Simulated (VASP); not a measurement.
# H17O8F in VASP: further runs

H17O8F is run at these levels: r2SCAN+D3(BJ); tasks: single point.

Everything below comes from runs of VASP 6.6.1. Logs are shortened: lines on timing, memory, paths and dates and some standing lists are left out, and cuts for length are marked.

### 1 The cell of the first run

The cell holds a disordered packing, 26 atoms: a = 6.495 Å, b = 6.495 Å, c = 6.495 Å, α = 90.00°, β = 90.00°, γ = 90.00°.

### 2 Single point, r2SCAN+D3(BJ)

The input, POSCAR:

```
H17O8F
1.0
    6.4950650000      0.0000000000      0.0000000000
    0.0000000000      6.4950650000      0.0000000000
    0.0000000000      0.0000000000      6.4950650000
O H F
8 17 1
Direct
    0.8984359664      0.1447406608      0.3033995811
    0.2103443153      0.9357412128      0.1147640555
    0.2334079798      0.1508375975      0.6036891086
    0.7702925221      0.9037015026      0.8818079573
    0.5362994828      0.2369799224      1.1042537681
    0.6936651134      0.7729252902      0.4880320674
    0.2522530567      0.5419653229      0.8586365186
    0.3690648208      0.6100939713      0.3288342765
    0.7792223788      0.2087738922      0.2330846574
    0.8304458847      0.0213392784      0.3640918143
    0.0923624321      1.0202823220      0.1613686699
    0.1628005262      0.8922312556     -0.0183677915
    0.1066502029      0.1531316469      0.5283703858
    0.3387648930      0.1233551935      0.5066308035
    0.6522798463      0.9941547929      0.8998216338
    0.7380526600      0.8444103331      0.7513242747
    0.4936671150      0.3364092584      1.0034541610
    0.4233060023      0.1432934081      1.1094731154
    0.5728811028      0.7042885637      0.4397184632
    0.8171896663      0.6952971217      0.4397646521
    0.2317605751      0.4270473044      0.7661047272
    0.1394905209      0.5603331144      0.9483353900
    0.2638618705      0.7004240912      0.2728379162
    0.4119127368      0.5111265245      0.2262025091
    0.8121704710      0.7198542278      0.0309157799
    0.8901835470      0.6164526452      0.0950259928
```

The input, INCAR.step1:

```
ALGO     = Normal         # electronic algorithm
EDIFF    = 1E-5           # SCF threshold, eV
ENCUT    = 580            # plane-wave cutoff, eV
GGA      = PE             # functional
GGA_COMPAT= F            
ISMEAR   = -1             # smearing method
LASPH    = T              # aspherical terms in the spheres
LCHARG   = F              # write CHGCAR
LREAL    = F              # projectors in reciprocal space
LWAVE    = T              # write WAVECAR
NBANDS   = 55             # bands
NELM     = 120            # most SCF steps
PREC     = Accurate       # precision mode
SIGMA    = 0.02           # smearing width, eV
```

The input, INCAR.step2:

```
ALGO     = Normal         # electronic algorithm
EDIFF    = 1E-6           # SCF threshold, eV
ENCUT    = 580            # plane-wave cutoff, eV
GGA_COMPAT= F            
ISIF     = 2              # what is computed and relaxed
ISMEAR   = -1             # smearing method
ISTART   = 1            
IVDW     = 12             # dispersion correction
LASPH    = T              # aspherical terms in the spheres
LCHARG   = T              # write CHGCAR
LELF     = T              # ELF
LMIXTAU  = T            
LREAL    = F              # projectors in reciprocal space
LVHAR    = T            
LWAVE    = F              # write WAVECAR
METAGGA  = R2SCAN         # meta-GGA
NBANDS   = 55             # bands
NELM     = 120            # most SCF steps
PREC     = Accurate       # precision mode
SIGMA    = 0.02           # smearing width, eV
VDW_A1   = 0.49484001   
VDW_A2   = 5.73083694   
VDW_S6   = 1.0          
VDW_S8   = 0.78981345
```

The input, KPOINTS:

```
k-points
0
Gamma
  1 1 1
```

Potentials or basis: VASP PAW PBE potentials, release 64 (O, H, F).

On the command line:

```console
$ cat potpaw_PBE.64/O/POTCAR potpaw_PBE.64/H/POTCAR potpaw_PBE.64/F/POTCAR > POTCAR
$ cp INCAR.step1 INCAR
$ mpirun -np 1 vasp_gam > vasp.out
$ cp INCAR.step2 INCAR
$ mpirun -np 1 vasp_gam > vasp.out
```

OUTCAR:

```text
EDIFF = 1E-6
   ENCUT = 580
   ISIF = 2
   ISMEAR = -1
   ISTART = 1
   IVDW = 12
   LASPH = T
   LREAL = F
   METAGGA = R2SCAN
   NELM = 120
   PREC = Accurate
 IVDW          = 12

 ion  position               nearest neighbor table
   1  0.898  0.145  0.303-   9 0.99  10 1.00
   2  0.210  0.936  0.115-  12 0.96  11 0.99
   3  0.233  0.151  0.604-  14 0.95  13 0.96
   4  0.770  0.904  0.882-  16 0.95  15 0.97
   5  0.536  0.237  0.104-  18 0.95  17 0.96
   6  0.694  0.773  0.488-  19 0.96  20 1.00
   7  0.252  0.542  0.859-  22 0.94  21 0.97
   8  0.369  0.610  0.329-  24 0.97  23 0.97
   9  0.779  0.209  0.233-   1 0.99
  10  0.830  0.021  0.364-   1 1.00
  11  0.092  0.020  0.161-   2 0.99
  12  0.163  0.892  0.982-   2 0.96
  13  0.107  0.153  0.528-   3 0.96
  14  0.339  0.123  0.507-   3 0.95
[... 10 lines left out ...]
  25  0.812  0.720  0.031-  26 0.94
  26  0.890  0.616  0.095-  25 0.94

  LATTYP: Found a simple cubic cell.
 ALAT       =     6.4950650000

  Lattice vectors:

 A1 = (   6.4950650000,   0.0000000000,   0.0000000000)
 A2 = (   0.0000000000,   6.4950650000,   0.0000000000)
 A3 = (   0.0000000000,   0.0000000000,   6.4950650000)

Analysis of symmetry for initial positions (statically):
=====================================================================
 Subroutine PRICEL returns:
 Original cell was already a primitive cell.

 Routine SETGRP: Setting up the symmetry group for a
 simple cubic supercell.

 Subroutine GETGRP returns: Found  1 space group operations
 (whereof  1 operations were pure point group operations)
 out of a pool of 48 trial point group operations.

The static configuration has the point symmetry C_1 .

Analysis of symmetry for dynamics (positions and initial velocities):
=====================================================================
 Subroutine PRICEL returns:
 Original cell was already a primitive cell.

 Routine SETGRP: Setting up the symmetry group for a
 simple cubic supercell.

 Subroutine GETGRP returns: Found  1 space group operations
 (whereof  1 operations were pure point group operations)
 out of a pool of 48 trial point group operations.

The dynamic configuration has the point symmetry C_1 .

 Subroutine INISYM returns: Found  1 space group operations
 (whereof  1 operations are pure point group operations),
 and found     1 'primitive' translations

----------------------------------------------------------------------------------------

                                     Primitive cell

  volume of cell :     274.0000

  direct lattice vectors                    reciprocal lattice vectors
     6.495065000  0.000000000  0.000000000     0.153963047  0.000000000  0.000000000
     0.000000000  6.495065000  0.000000000     0.000000000  0.153963047  0.000000000
     0.000000000  0.000000000  6.495065000     0.000000000  0.000000000  0.153963047

  length of vectors
     6.495065000  6.495065000  6.495065000     0.153963047  0.153963047  0.153963047

  position of ions in fractional coordinates (direct lattice)
     0.898435966  0.144740661  0.303399581
     0.210344315  0.935741213  0.114764055
     0.233407980  0.150837598  0.603689109
     0.770292522  0.903701503  0.881807957
     0.536299483  0.236979922  0.104253768
     0.693665113  0.772925290  0.488032067
[... 18 lines left out ...]
     0.812170471  0.719854228  0.030915780
     0.890183547  0.616452645  0.095025993

  ion indices of the primitive-cell ions
   primitive index   ion index
                 1           1
                 2           2
                 3           3
                 4           4
                 5           5
                 6           6
[... 18 lines left out ...]
                25          25
                26          26

----------------------------------------------------------------------------------------

 KPOINTS: k-points

Automatic generation of k-mesh.
 Grid dimensions read from file:
 generate k-points for:    1    1    1

 Generating k-lattice:

  Cartesian coordinates                     Fractional coordinates (reciprocal lattice)
     0.153963047  0.000000000  0.000000000     1.000000000  0.000000000  0.000000000
     0.000000000  0.153963047  0.000000000     0.000000000  1.000000000  0.000000000
     0.000000000  0.000000000  0.153963047     0.000000000  0.000000000  1.000000000

  Length of vectors
     0.153963047  0.153963047  0.153963047

  Shift w.r.t. Gamma in fractional coordinates (k-lattice)
     0.000000000  0.000000000  0.000000000

 Subroutine IBZKPT returns following result:
 ===========================================

 Found      1 irreducible k-points:

 Following reciprocal coordinates:
            Coordinates               Weight
  0.000000  0.000000  0.000000      1.000000
   k-points           NKPTS =      1   k-points in BZ     NKDIM =      1   number of bands    NBANDS=     55
   number of dos      NEDOS =    301   number of ions     NIONS =     26
   total plane-waves  NPLWV = 157464
   dimension x,y,z NGX =    54 NGY =   54 NGZ =   54
   dimension x,y,z NGXF=   108 NGYF=  108 NGZF=  108
   ions per type =               8  17   1
   NGX,Y,Z   is equivalent  to a cutoff of  13.82, 13.82, 13.82 a.u.
   NGXF,Y,Z  is equivalent  to a cutoff of  27.64, 27.64, 27.64 a.u.
 SYSTEM =  unknown system
   PREC   = accura    normal or accurate (medium, high low for compatibility)
   ISTART =      1    job   : 0-new  1-cont  2-samecut
   ICHARG =      0    charge: 1-file 2-atom 10-const
   ISPIN  =      1    spin polarized calculation?
   LNONCOLLINEAR =      F non collinear calculations
   LSORBIT =      F    spin-orbit coupling
   LASPH  =      T    aspherical Exc in radial PAW
   ENCUT  =  580.0 eV  42.63 Ry    6.53 a.u.  12.75 12.75 12.75*2*pi/ulx,y,z
   NELM   =    120;   NELMIN=  2; NELMDL=  0     # of ELM steps
   EDIFF  = 0.1E-05   stopping-criterion for ELM
   LREAL  =      F    real-space projection
   EDIFFG = 0.1E-04   stopping-criterion for IOM
   NSW    =      0    number of steps for IOM
   IBRION =     -1    ionic relax: 0-MD 1-quasi-New 2-CG
   NFREE  =      0    steps in history (QN), initial steepest desc. (CG)
   ISIF   =      2    stress and relaxation
   ISYM   =      2    0-nonsym 1-usesym 2-fastsym
   POTIM  = 0.5000    time-step for ionic-motion
   TEBEG  =    0.0;   TEEND  =   0.0 temperature during run
   PSTRESS=    0.0 pullay stress
   NELECT =      72.0000    total number of electrons
   NUPDOWN=      -1.0000    fix difference up-down
   EMIN   =  10.00;   EMAX   =-10.00  energy-range for DOS
   EFERMI =   0.00;   METHOD = LEGACY
   ISMEAR =    -1;   SIGMA  =   0.02  broadening in eV -4-tet -1-fermi 0-gaus
   EFERMI_NEDOS =   21; number of points for ismear=-14 and -15
   IALGO  =     38    algorithm
   IMIX   =      4    mixing-type and parameters
     AMIX     =   0.40;   BMIX     =  1.00
     AMIX_MAG =   1.60;   BMIX_MAG =  1.00
  volume/ion in A,a.u.               =      10.54        71.12
  Fermi-wavevector in a.u.,A,eV,Ry     =   1.048581  1.981532 14.959919  1.099523
  Thomas-Fermi vector in A             =   2.183509
   LORBIT       =      0    0 simple, 1 ext, 2 COOP (PROOUT), +10 PAW based schemes
   METAGGA = R2SCAN    functional components
   LHFCALC =     F    Hartree Fock is set to
   AEXX    =    0.0000 exact exchange contribution
   IVDW    =    12    specifies the selected vdW correction
   LEPSILON=     F    determine dielectric tensor
   LRPA    =     F    only Hartree local field effects (RPA)
 non-spin polarized calculation
  energy-cutoff  :      580.00
  volume of cell :      274.00
 maximum number of plane-waves:      4355
 NGX is ok and might be reduce to    50
   NGX = 25   NGY = 25   NGZ = 25

 number of electron      72.0000006 magnetization

 Free energy of the ion-electron system (eV)
  ---------------------------------------------------
  ext. energy  EPLUGINS =         0.00000000
  ---------------------------------------------------
  free energy    TOTEN  =      -135.87502878 eV

  energy without entropy =     -135.87502878  energy(sigma->0) =     -135.87502878

 E-fermi :  -3.8353     XC(G=0):  -6.8836

 val. band max:       -4.3815002836   @ k =   0.0000   0.0000   0.0000
 cond. band min:       1.0649438541   @ k =   0.0000   0.0000   0.0000
 fundamental gap:      5.4464441377
 Fermi energy:        -3.8353210433

 k-point     1 :       0.0000    0.0000    0.0000
  band No.  band energies     occupation
      1     -28.4025      2.00000
      2     -24.6502      2.00000
      3     -24.2936      2.00000
      4     -24.0234      2.00000
      5     -23.8326      2.00000
      6     -23.7955      2.00000
[... 40 lines left out ...]
     47       7.0339      0.00000
     48       7.3595      0.00000
 [bands above 48 left out]

------------------------ aborting loop because EDIFF is reached ----------------------------------------

 Edisp (eV)   -0.40536

 E8    (eV) :    -0.0580

  FORCE on cell =-STRESS in cart. coord.  units (eV):
  Direction    XX          YY          ZZ          XY          YZ          ZX
  --------------------------------------------------------------------------------------
  -------------------------------------------------------------------------------------
  Total       0.04595    -0.01207     2.47917     1.34408     0.75047     0.84397
  in kB       0.26871    -0.07056    14.49664     7.85934     4.38826     4.93503
  external pressure =        4.90 kB  Pullay stress =        0.00 kB

 VOLUME and BASIS-vectors are now :
 -----------------------------------------------------------------------------
  energy-cutoff  :      580.00
  volume of cell :      274.00
      direct lattice vectors                 reciprocal lattice vectors
     6.495065000  0.000000000  0.000000000     0.153963047  0.000000000  0.000000000
     0.000000000  6.495065000  0.000000000     0.000000000  0.153963047  0.000000000
     0.000000000  0.000000000  6.495065000     0.000000000  0.000000000  0.153963047

 POSITION                                       TOTAL-FORCE (eV/Angst)
 -----------------------------------------------------------------------------------
      5.83540      0.94010      1.97060        -0.956831     -0.812568      0.370518
      1.36620      6.07770      0.74540        -0.320024      0.645349      0.267569
      1.51600      0.97970      3.92100        -0.112527      0.215286      1.248566
      5.00310      5.86960      5.72740        -0.438591      0.595649      0.889730
      3.48330      1.53920      0.67714         0.737248      0.533419      0.018628
      4.50540      5.02020      3.16980         3.185050      0.544510      0.554511
[... 18 lines left out ...]
      5.27510      4.67550      0.20080        -0.620149      1.497103     -1.000679
      5.78180      4.00390      0.61720         0.723429     -1.522097      1.035499
 -----------------------------------------------------------------------------------
    total drift:                               -0.002889     -0.001117     -0.001397

  FREE ENERGIE OF THE ION-ELECTRON SYSTEM (eV)
  ---------------------------------------------------
  free  energy   TOTEN  =      -136.2803896693 eV

  energy  without entropy=     -136.2803896693  energy(sigma->0) =     -136.28038967
```

Run time: 5.5 min. Hardware: 1 thread of Intel Xeon 8259CL, shared host; peak memory 0.42 GiB.

Results:

| Quantity | Value |
| --- | --- |
| Free energy | -136.2804 eV |
| Pressure | 0.5 GPa |
| Largest force | 3.278 eV/Å |
| Dispersion energy per atom | -0.016 eV |

Forces on the atoms (eV/Å):
```
O   -0.957 -0.813  0.371
O   -0.320  0.645  0.268
O   -0.113  0.215  1.249
O   -0.439  0.596  0.890
O    0.737  0.533  0.019
O    3.185  0.545  0.555
O    1.680  0.035 -0.520
O    0.046 -0.427  0.489
H    0.583 -0.056  0.059
H    0.305  0.582 -0.238
H    0.083 -0.007  0.222
H    0.226 -0.173 -0.531
H   -0.474  0.158 -0.518
H    0.576 -0.111 -0.644
H    0.354  0.137  0.573
H   -0.018 -0.784 -1.508
H   -0.099  0.497 -0.535
H   -1.038 -1.065  0.156
H   -1.417 -0.788 -0.797
H   -1.417  0.489  0.305
H   -0.358 -0.126 -0.059
H   -1.254 -0.319  0.549
H    0.331  0.123 -0.434
H   -0.306  0.139  0.048
H   -0.620  1.497 -1.001
F    0.723 -1.522  1.035
```

Levels at points of the mesh, in eV from the Fermi level:
| k point | band 32 | band 33 | band 34 | band 35 | band 36 | band 37 | band 38 | band 39 | band 40 | band 41 |
| --- | --- | --- | --- | --- | --- | --- | --- | --- | --- | --- |
| (0.00, 0.00, 0.00) | -1.20 | -1.09 | -0.95 | -0.71 | -0.55 | 4.90 | 8.11 | 8.52 | 8.60 | 8.99 |

Caveat: the k points lie up to 0.97 Å⁻¹ apart; the PAW data sets were made with another functional, which shifts forces and pressure a little.

### 3 Single point, r2SCAN+D3(BJ)

This run uses another cell than the first one, of 10.36 Å³/atom.

The input, POSCAR:

```
H17O8F
1.0
    6.4577300000      0.0000000000      0.0000000000
    0.0000000000      6.4577300000      0.0000000000
    0.0000000000      0.0000000000      6.4577300000
O H F
8 17 1
Direct
    0.8882378173      0.1374476790      0.3083126733
    0.2115294384      0.9531522687      0.1321826710
    0.2429801184      0.1570985470      0.5949304167
    0.7538097753      0.9031037222      0.8705845553
    0.5338872948      0.2251874885      1.1128213784
    0.6982639410      0.7718346849      0.4946475000
    0.2561581237      0.5598406871      0.8404346419
    0.3705171941      0.6005670723      0.3344673748
    0.7971376939      0.1897106259      0.1983359478
    0.8008851408      0.0376293218      0.3876594407
    0.0679340883      1.0050125973      0.1701216991
    0.2057224443      0.8915516753     -0.0018117822
    0.1460110596      0.2078903887      0.4861460606
    0.3729638743      0.1601646399      0.5139422057
    0.6315067369      0.9927172551      0.9130298108
    0.7246044663      0.8730622061      0.7183948539
    0.5474988889      0.3281648505      1.0059262310
    0.4143406429      0.1428985108      1.0720795078
    0.5588341414      0.7466245879      0.4285097085
    0.7684279151      0.6392958516      0.4770252085
    0.2284703758      0.4325823470      0.7750246604
    0.1399253298      0.5820466325      0.9271679058
    0.2933693419      0.6956624077      0.2431814275
    0.3775630136      0.4658293239      0.2628632662
    0.8353709430      0.7394394005      0.0185668958
    0.8890895098      0.6148445352      0.0928189937
```

The input, INCAR.step1:

```
SYSTEM = H17O8F
PREC = Accurate ; ENCUT = 580
ISMEAR = -1 ; SIGMA = 0.02
LREAL = .False. ; LASPH = .True.
NELM = 120 ; NBANDS = 55
GGA = PE ; ALGO = Normal
EDIFF = 1E-5 ; LWAVE = .True.
LCHARG = .False. ; GGA_COMPAT = .False.
```

The input, INCAR.step2:

```
SYSTEM = H17O8F
PREC = Accurate ; ENCUT = 580
EDIFF = 1E-6 ; ISMEAR = -1
SIGMA = 0.02 ; LREAL = .False.
LASPH = .True. ; NELM = 120
ALGO = Normal ; ISIF = 2
LWAVE = .False. ; LCHARG = .False.
METAGGA = R2SCAN ; LMIXTAU = .True.
IVDW = 12 ; VDW_S6 = 1.0
VDW_S8 = 0.78981345 ; VDW_A1 = 0.49484001
VDW_A2 = 5.73083694 ; NBANDS = 55
ISTART = 1 ; GGA_COMPAT = .False.
```

The input, KPOINTS:

```
regular mesh
0
Gamma
  1 1 1
  0 0 0
```

Potentials or basis: VASP PAW PBE potentials, release 64 (O, H, F).

On the command line:

```console
$ cat potpaw_PBE.64/O/POTCAR potpaw_PBE.64/H/POTCAR potpaw_PBE.64/F/POTCAR > POTCAR
$ cp INCAR.step1 INCAR
$ mpirun -np 1 vasp_gam > vasp.out
$ cp INCAR.step2 INCAR
$ mpirun -np 1 vasp_gam > vasp.out
```

Wall time 5.4 min (1 thread of Intel Xeon 8259CL, shared host); peak memory 0.42 GiB.

Results (log left out):

```
Free energy                : -135.9194 eV
Pressure                   : -1.8 GPa
Largest force              : 2.265 eV/Å
Dispersion energy per atom : -0.016 eV
```

Forces in eV/Å, atoms in the order of the input:
```
O   -0.433 -0.473  0.211
O   -0.433  0.421  0.443
O    0.420  0.770 -1.534
O   -1.767  1.407 -0.163
O   -0.009  0.218 -0.392
O   -0.501  0.098 -0.417
O    1.068  1.054  0.394
O   -0.497 -0.364 -0.776
H    0.039 -0.168  0.625
H    0.772  0.341 -0.686
H    0.950 -0.226  0.007
H   -0.282 -0.187 -0.815
H    0.198 -0.566  0.920
H   -0.696 -0.133  0.724
H    1.855 -1.213 -0.143
H    0.360 -0.560  0.898
H   -0.024  0.520 -0.165
H   -0.611 -0.329  0.491
H    0.704 -0.492  0.441
H   -0.050  0.572 -0.068
H   -0.141 -1.353 -1.028
H   -1.029  0.014  0.742
H    0.160 -0.248  0.449
H    0.217  0.895  0.309
H   -0.226 -0.468 -0.144
F   -0.043  0.472 -0.322
```

Stress tensor (GPa, compression positive):
```
-2.02  1.11  0.10
 1.11 -2.20  1.06
 0.10  1.06 -1.33
```

Levels at points of the mesh, in eV from the Fermi level:
| k point | band 33 | band 34 | band 35 | band 36 | band 37 | band 38 | band 39 | band 40 |
| --- | --- | --- | --- | --- | --- | --- | --- | --- |
| (0.00, 0.00, 0.00) | -1.01 | -0.97 | -0.82 | -0.52 | 4.61 | 7.88 | 8.22 | 8.31 |

Caveat: the k points lie up to 0.97 Å⁻¹ apart; the atoms stand as in a frame of molecular dynamics; the PAW data sets were made with another functional, which shifts forces and pressure a little.
